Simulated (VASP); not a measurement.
# Al (Fm-3m) in VASP: single point with PBEsol

Aim: the single point of Al with PBEsol.

Program: VASP 6.6.1. These are calculated values, not measurements. Logs are shortened: lines on timing, memory, paths and dates and some standing lists are left out, and cuts for length are marked.

### Step 1. The cell of the first run

Symmetry: Fm-3m, No. 225, cubic system. Conventional cell: a = 4.015 Å, b = 4.015 Å, c = 4.015 Å, α = 90.00°, β = 90.00°, γ = 90.00°. Al (site symmetry m-3m) has 12 Al at 2.84 Å within 3.7 Å.

### Step 2. Single point, PBEsol

Input file INCAR:

```
SYSTEM = Al
PREC = Accurate
ENCUT = 500
EDIFF = 1E-6
ISMEAR = 0
SIGMA = 0.1
LREAL = .FALSE.
LASPH = .TRUE.
NELM = 120
ALGO = Normal
ISIF = 2
LWAVE = .FALSE.
LCHARG = .FALSE.
GGA = PS
NBANDS = 8
GGA_COMPAT = .FALSE.
```

Input file KPOINTS:

```
regular mesh
0
G
  18 18 18
  0 0 0
```

Input file POSCAR:

```
Al
1.0
    0.0000000000      2.0076969185      2.0076969185
    2.0076969185      0.0000000000      2.0076969185
    2.0076969185      2.0076969185      0.0000000000
Al
1
Direct
    0.0000000000      0.0000000000      0.0000000000
```

Potentials or basis: VASP PAW PBE potentials, release 64 (Al).

Run with:

```console
cat potpaw_PBE.64/Al/POTCAR > POTCAR
mpirun -np 1 vasp_std > vasp.out
```

OUTCAR:

```text
SYSTEM = Al
   PREC = Accurate
   ENCUT = 500
   EDIFF = 1E-6
   ISMEAR = 0
   LREAL = .FALSE.
   LASPH = .TRUE.
   NELM = 120
   ISIF = 2
   GGA = PS

 ion  position               nearest neighbor table
   1  0.000  0.000  0.000-

  LATTYP: Found a face centered cubic cell.
 ALAT       =     4.0153938370

  Lattice vectors:

 A1 = (   0.0000000000,   2.0076969185,   2.0076969185)
 A2 = (   2.0076969185,   0.0000000000,   2.0076969185)
 A3 = (   2.0076969185,   2.0076969185,   0.0000000000)

Analysis of symmetry for initial positions (statically):
=====================================================================
 Subroutine PRICEL returns:
 Original cell was already a primitive cell.

 Routine SETGRP: Setting up the symmetry group for a
 face centered cubic supercell.

 Subroutine GETGRP returns: Found 48 space group operations
 (whereof 48 operations were pure point group operations)
 out of a pool of 48 trial point group operations.

The static configuration has the point symmetry O_h .

Analysis of symmetry for dynamics (positions and initial velocities):
=====================================================================
 Subroutine PRICEL returns:
 Original cell was already a primitive cell.

 Routine SETGRP: Setting up the symmetry group for a
 face centered cubic supercell.

 Subroutine GETGRP returns: Found 48 space group operations
 (whereof 48 operations were pure point group operations)
 out of a pool of 48 trial point group operations.

The dynamic configuration has the point symmetry O_h .

 Subroutine INISYM returns: Found 48 space group operations
 (whereof 48 operations are pure point group operations),
 and found     1 'primitive' translations

----------------------------------------------------------------------------------------

                                     Primitive cell

  volume of cell :      16.1854

  direct lattice vectors                    reciprocal lattice vectors
     0.000000000  2.007696919  2.007696919    -0.249041574  0.249041574  0.249041574
     2.007696919  0.000000000  2.007696919     0.249041574 -0.249041574  0.249041574
     2.007696919  2.007696919  0.000000000     0.249041574  0.249041574 -0.249041574

  length of vectors
     2.839312211  2.839312211  2.839312211     0.431352659  0.431352659  0.431352659

  position of ions in fractional coordinates (direct lattice)
     0.000000000  0.000000000  0.000000000

  ion indices of the primitive-cell ions
   primitive index   ion index
                 1           1

----------------------------------------------------------------------------------------

 KPOINTS: regular mesh

Automatic generation of k-mesh.
 Grid dimensions read from file:
 generate k-points for:   18   18   18

 Generating k-lattice:

  Cartesian coordinates                     Fractional coordinates (reciprocal lattice)
    -0.013835643  0.013835643  0.013835643     0.055555556  0.000000000  0.000000000
     0.013835643 -0.013835643  0.013835643     0.000000000  0.055555556  0.000000000
     0.013835643  0.013835643 -0.013835643     0.000000000  0.000000000  0.055555556

  Length of vectors
     0.023964037  0.023964037  0.023964037

  Shift w.r.t. Gamma in fractional coordinates (k-lattice)
     0.000000000  0.000000000  0.000000000

 Subroutine IBZKPT returns following result:
 ===========================================

 Found    195 irreducible k-points:

 Following reciprocal coordinates:
            Coordinates               Weight
  0.000000  0.000000  0.000000      1.000000
  0.055556  0.000000  0.000000      8.000000
  0.111111  0.000000  0.000000      8.000000
  0.166667  0.000000  0.000000      8.000000
  0.222222  0.000000  0.000000      8.000000
  0.277778  0.000000  0.000000      8.000000
[... 16 lines left out ...]
 -0.277778  0.055556  0.000000     24.000000
 -0.222222  0.055556  0.000000     24.000000
 [... further k-points ...]
   k-points           NKPTS =    195   k-points in BZ     NKDIM =    195   number of bands    NBANDS=      8
   number of dos      NEDOS =    301   number of ions     NIONS =      1
   total plane-waves  NPLWV =  13824
   dimension x,y,z NGX =    24 NGY =   24 NGZ =   24
   dimension x,y,z NGXF=    48 NGYF=   48 NGZF=   48
   ions per type =               1
   NGX,Y,Z   is equivalent  to a cutoff of  14.05, 14.05, 14.05 a.u.
   NGXF,Y,Z  is equivalent  to a cutoff of  28.10, 28.10, 28.10 a.u.
 SYSTEM =  Al
   PREC   = accura    normal or accurate (medium, high low for compatibility)
   ISTART =      0    job   : 0-new  1-cont  2-samecut
   ICHARG =      2    charge: 1-file 2-atom 10-const
   ISPIN  =      1    spin polarized calculation?
   LNONCOLLINEAR =      F non collinear calculations
   LSORBIT =      F    spin-orbit coupling
   LASPH  =      T    aspherical Exc in radial PAW
   ENCUT  =  500.0 eV  36.75 Ry    6.06 a.u.   5.18  5.18  5.18*2*pi/ulx,y,z
   NELM   =    120;   NELMIN=  2; NELMDL= -5     # of ELM steps
   EDIFF  = 0.1E-05   stopping-criterion for ELM
   LREAL  =      F    real-space projection
   EDIFFG = 0.1E-04   stopping-criterion for IOM
   NSW    =      0    number of steps for IOM
   IBRION =     -1    ionic relax: 0-MD 1-quasi-New 2-CG
   NFREE  =      0    steps in history (QN), initial steepest desc. (CG)
   ISIF   =      2    stress and relaxation
   ISYM   =      2    0-nonsym 1-usesym 2-fastsym
   POTIM  = 0.5000    time-step for ionic-motion
   TEBEG  =    0.0;   TEEND  =   0.0 temperature during run
   PSTRESS=    0.0 pullay stress
   NELECT =       3.0000    total number of electrons
   NUPDOWN=      -1.0000    fix difference up-down
   EMIN   =  10.00;   EMAX   =-10.00  energy-range for DOS
   EFERMI =   0.00;   METHOD = LEGACY
   ISMEAR =     0;   SIGMA  =   0.10  broadening in eV -4-tet -1-fermi 0-gaus
   EFERMI_NEDOS =   21; number of points for ismear=-14 and -15
   IALGO  =     38    algorithm
   IMIX   =      4    mixing-type and parameters
     AMIX     =   0.40;   BMIX     =  1.00
     AMIX_MAG =   1.60;   BMIX_MAG =  1.00
  volume/ion in A,a.u.               =      16.19       109.22
  Fermi-wavevector in a.u.,A,eV,Ry     =   0.933413  1.763894 11.854205  0.871260
  Thomas-Fermi vector in A             =   2.060112
   LORBIT       =      0    0 simple, 1 ext, 2 COOP (PROOUT), +10 PAW based schemes
   GGA     = PS    functional components
   LHFCALC =     F    Hartree Fock is set to
   AEXX    =    0.0000 exact exchange contribution
   IVDW    =     0    specifies the selected vdW correction
   LEPSILON=     F    determine dielectric tensor
   LRPA    =     F    only Hartree local field effects (RPA)
 non-spin polarized calculation
 Gauss-broadening in eV      SIGMA  =   0.10
  energy-cutoff  :      500.00
  volume of cell :       16.19
 maximum number of plane-waves:       424
 NGX is ok and might be reduce to    24
   NGX = 11   NGY = 11   NGZ = 11

 number of electron       3.0000000 magnetization

 Free energy of the ion-electron system (eV)
  ---------------------------------------------------
  ext. energy  EPLUGINS =         0.00000000
  ---------------------------------------------------
  free energy    TOTEN  =        -4.09067062 eV

  energy without entropy =       -4.08768288  energy(sigma->0) =       -4.08917675

 E-fermi :   8.1423     XC(G=0): -10.3271

 val. band max:        8.1279543702   @ k =  -0.2778   0.2778   0.0556
 cond. band min:       8.1509094898   @ k =  -0.4444   0.3333   0.1111
 fundamental gap:      0.0229551196
 Fermi energy:         8.1422946146

 k-point     1 :       0.0000    0.0000    0.0000
  band No.  band energies     occupation
      1      -3.1116      2.00000
      2      20.8535      0.00000
      3      20.8535      0.00000
      4      20.8535      0.00000
      5      22.4915      0.00000
      6      22.4915      0.00000
      7      22.4915      0.00000
      8      24.7768      0.00000

 k-point     2 :       0.0556    0.0000    0.0000
  band No.  band energies     occupation
      1      -3.0267      2.00000
      2      19.3523      0.00000
      3      20.5599      0.00000
      4      20.5599      0.00000
      5      22.9182      0.00000
      6      22.9182      0.00000
      7      23.0393      0.00000
      8      25.6704      0.00000

 k-point     3 :       0.1111    0.0000    0.0000
  band No.  band energies     occupation
      1      -2.7721      2.00000
      2      17.1150      0.00000
      3      20.0610      0.00000
      4      20.0610      0.00000
      5      23.0907      0.00000
      6      23.7881      0.00000
      7      23.7881      0.00000
      8      26.2137      0.00000

 k-point     4 :       0.1667    0.0000    0.0000
  band No.  band energies     occupation
      1      -2.3488      2.00000
      2      14.8579      0.00000
      3      19.6198      0.00000
      4      19.6198      0.00000
      5      22.9208      0.00000
      6      24.3907      0.00000
      7      24.3907      0.00000
      8      25.5650      0.00000

 k-point     5 :       0.2222    0.0000    0.0000
  band No.  band energies     occupation
      1      -1.7584      2.00000
      2      12.6761      0.00000
      3      19.2940      0.00000
      4      19.2940      0.00000
      5      22.7443      0.00000
      6      23.5767      0.00000
      7      23.5767      0.00000
      8      26.5430      0.00000
[... 177 lines left out ...]
 k-point    22 :      -0.3333    0.0556    0.0000
  band No.  band energies     occupation
      1       0.3297      2.00000
      2       8.0973      1.47513
      3      17.3603      0.00000
      4      20.2556      0.00000
      5      20.3142      0.00000
      6      21.7629      0.00000
      7      23.3281      0.00000
      8      26.2316      0.00000

 k-point    23 :      -0.2778    0.0556    0.0000
  band No.  band energies     occupation
      1      -0.6409      2.00000
      2      10.0012      0.00000
      3      17.3783      0.00000
      4      20.2844      0.00000
      5      21.1736      0.00000
      6      22.6329      0.00000
      7      23.2827      0.00000
      8      27.0293      0.00000

 k-point    24 :      -0.2222    0.0556    0.0000
  band No.  band energies     occupation
      1      -1.4502      2.00000
      2      12.0293      0.00000
      3      17.5416      0.00000
      4      20.4201      0.00000
      5      22.1789      0.00000
      6      23.2612      0.00000
      7      23.7036      0.00000
      8      25.9145      0.00000

 [... further k-points ...]
[... 5 lines left out ...]
  --------------------------------------------------------------------------------------
  -------------------------------------------------------------------------------------
  Total        0.0039815      0.0039815      0.0039815      0.0000000      0.0000000      0.0000000
  in kB        0.3941204      0.3941204      0.3941204      0.0000000      0.0000000      0.0000000
  external PRESSURE =       0.3941204 kB  Pullay stress =       0.0000000 kB

 VOLUME and BASIS-vectors are now :
 -----------------------------------------------------------------------------
  energy-cutoff  :      500.00
  volume of cell :       16.19
      direct lattice vectors                 reciprocal lattice vectors
     0.000000000  2.007696919  2.007696919    -0.249041574  0.249041574  0.249041574
     2.007696919  0.000000000  2.007696919     0.249041574 -0.249041574  0.249041574
     2.007696919  2.007696919  0.000000000     0.249041574  0.249041574 -0.249041574

 POSITION                                       TOTAL-FORCE (eV/Angst)
 -----------------------------------------------------------------------------------
      0.00000      0.00000      0.00000         0.000000     -0.000000      0.000000
 -----------------------------------------------------------------------------------
    total drift:                               -0.000000      0.000000     -0.000000

  FREE ENERGIE OF THE ION-ELECTRON SYSTEM (eV)
  ---------------------------------------------------
  free  energy   TOTEN  =        -4.0906706195 eV

  energy  without entropy=       -4.0876828780  energy(sigma->0) =       -4.08917675
```

It took 11 s on 1 thread of AMD EPYC 9R45 (Zen 5), shared host; peak memory 0.11 GiB.

Results:

```
Free energy            : -4.0907 eV
Pressure               : 0.0 GPa
Band gap on the k mesh : zero (an odd number of electrons rules out a gap without spin polarisation)
```

Levels at points of the mesh, in eV from the Fermi level:
```tsv
k point	band 1	band 2	band 3	band 4	band 5
(0.00, 0.00, 0.00)	-11.25	12.71	12.71	12.71	14.35
(0.50, 0.00, 0.00)	-4.66	-4.39	11.53	11.53	11.61
(0.50, 0.50, 0.00)	-2.96	-1.60	5.27	5.69	5.69
```

Caveat: the PAW data sets were made with another functional, which shifts forces and pressure a little.
